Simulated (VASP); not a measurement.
# B (Im-3m) in VASP: further runs, part 2 of 2

VASP 6.6.1.

**3. Single point, PBEsol (3.03 Å³/atom)**

This run uses another cell than the first one, of 3.03 Å³/atom.

Input file INCAR:

```
SYSTEM = B
  PREC = Accurate
  ENCUT = 520
  EDIFF = 1E-7
  ISMEAR = -1
  SIGMA = 0.08
  LREAL = .False.
  LASPH = .True.
  NELM = 100
  ALGO = Normal
  ISIF = 2
  LWAVE = .False.
  LCHARG = .True.
  GGA = PS
  LELF = .True.
  LVHAR = .True.
  NBANDS = 8
```

Input file KPOINTS:

```
Automatic mesh
0
Gamma
  25 25 25
  0 0 0
```

Input file POSCAR:

```
B
1.0
   -0.9116830757      0.9116830757      0.9116830757
    0.9116830757     -0.9116830757      0.9116830757
    0.9116830757      0.9116830757     -0.9116830757
B
1
Direct
    0.0000000000      0.0000000000      0.0000000000
```

Potentials or basis: VASP PAW PBE potentials, release 64 (B).

On the command line:

```console
$ cat potpaw_PBE.64/B/POTCAR > POTCAR
$ mpirun -np 1 vasp_std > vasp.out
```

OUTCAR:

```text
SYSTEM = B
   PREC = Accurate
   ENCUT = 520
   EDIFF = 1E-7
   ISMEAR = -1
   LREAL = .False.
   LASPH = .True.
   NELM = 100
   ISIF = 2
   GGA = PS

 ion  position               nearest neighbor table
   1  0.000  0.000  0.000-

  LATTYP: Found a body centered cubic cell.
 ALAT       =     1.8233661514

  Lattice vectors:

 A1 = (  -0.9116830757,   0.9116830757,   0.9116830757)
 A2 = (   0.9116830757,  -0.9116830757,   0.9116830757)
[... 440 lines left out ...]
      6      64.8687      0.00000
      7      81.5027      0.00000
      8      88.6383      0.00000

 [... further k-points ...]

------------------------ aborting loop because EDIFF is reached ----------------------------------------

  FORCE on cell =-STRESS in cart. coord.  units (eV):
  Direction    XX          YY          ZZ          XY          YZ          ZX
  --------------------------------------------------------------------------------------
  -------------------------------------------------------------------------------------
  Total       11.1433540     11.1433540     11.1433540      0.0000000     -0.0000000      0.0000000
  in kB     5890.2650890   5890.2650890   5890.2650890      0.0000000     -0.0000000      0.0000000
  external PRESSURE =    5890.2650890 kB  Pullay stress =       0.0000000 kB

 VOLUME and BASIS-vectors are now :
 -----------------------------------------------------------------------------
  energy-cutoff  :      520.00
  volume of cell :        3.03
      direct lattice vectors                 reciprocal lattice vectors
    -0.911683076  0.911683076  0.911683076     0.000000000  0.548436198  0.548436198
     0.911683076 -0.911683076  0.911683076     0.548436198  0.000000000  0.548436198
     0.911683076  0.911683076 -0.911683076     0.548436198  0.548436198  0.000000000

 POSITION                                       TOTAL-FORCE (eV/Angst)
 -----------------------------------------------------------------------------------
      0.00000      0.00000      0.00000        -0.000000      0.000000      0.000000
 -----------------------------------------------------------------------------------
    total drift:                               -0.000000      0.000000      0.000000

  FREE ENERGIE OF THE ION-ELECTRON SYSTEM (eV)
  ---------------------------------------------------
  free  energy   TOTEN  =        -2.1141910483 eV

  energy  without entropy=       -2.1120560676  energy(sigma->0) =       -2.11312356
```

stdout:

```text
POSCAR found type information on POSCAR B
 POSCAR found :  1 types and       1 ions
 scaLAPACK will be used
 -----------------------------------------------------------------------------
|                                                                             |
|                                                                             |
|     You enforced a specific xc type in the INCAR file but a different       |
|     I HOPE YOU KNOW WHAT YOU ARE DOING!                                     |
|                                                                             |
 -----------------------------------------------------------------------------

 LDA part: xc-table for (Slater+PW92), standard interpolation
 POSCAR, INCAR and KPOINTS ok, starting setup
 FFT: planning ... GRIDC
 FFT: planning ... GRID_SOFT
 FFT: planning ... GRID
 WAVECAR not read
 entering main loop
```

Wall time 5.5 s (1 thread of Intel Xeon Platinum 8259CL at 2.50GHz (Skylake/Cascade Lake), shared host); peak memory 0.11 GiB.

What came out:

```
Free energy            : -2.1142 eV
Pressure               : 589.0 GPa
Band gap on the k mesh : zero (an odd number of electrons rules out a gap without spin polarisation)
```

Levels at points of the mesh, in eV from the Fermi level:
| k point | band 1 | band 2 | band 3 | band 4 |
| --- | --- | --- | --- | --- |
| (0.00, 0.00, 0.00) | -28.19 | 28.97 | 28.97 | 28.97 |

Caveat: the cell stands under pressure; the PAW data sets were made with another functional, which shifts forces and pressure a little.

**4. Single point, PBEsol (3.03 Å³/atom)**

This run uses another cell than the first one, of 3.03 Å³/atom.

Input file INCAR:

```
  PREC = Accurate
  ENCUT = 520
  EDIFF = 1E-6
  ISMEAR = -1
  SIGMA = 0.08
  LREAL = F
  LASPH = T
  NELM = 100
  ALGO = Normal
  ISIF = 2
  LWAVE = F
  LCHARG = F
  GGA = PS
  NBANDS = 8
```

Input file KPOINTS:

```
regular mesh
0
Gamma
  25 25 25
```

POSCAR is that of step 3.

On the command line:

```console
$ cat potpaw_PBE.64/B/POTCAR > POTCAR
$ mpirun -np 1 vasp_std > vasp.out
```

Wall time 5.1 s (1 thread of Intel Xeon Platinum 8259CL at 2.50GHz (Skylake/Cascade Lake), shared host); peak memory 0.11 GiB.

The run converged. Its results:

| Property | Result |
| --- | --- |
| Free energy | -2.1142 eV |
| Pressure | 589.0 GPa |
| Band gap on the k mesh | zero (an odd number of electrons rules out a gap without spin polarisation) |

Levels at points of the mesh, in eV from the Fermi level:
| k point | band 1 | band 2 | band 3 | band 4 |
| --- | --- | --- | --- | --- |
| (0.00, 0.00, 0.00) | -28.19 | 28.97 | 28.97 | 28.97 |

Caveat: the cell stands under pressure; the PAW data sets were made with another functional, which shifts forces and pressure a little.
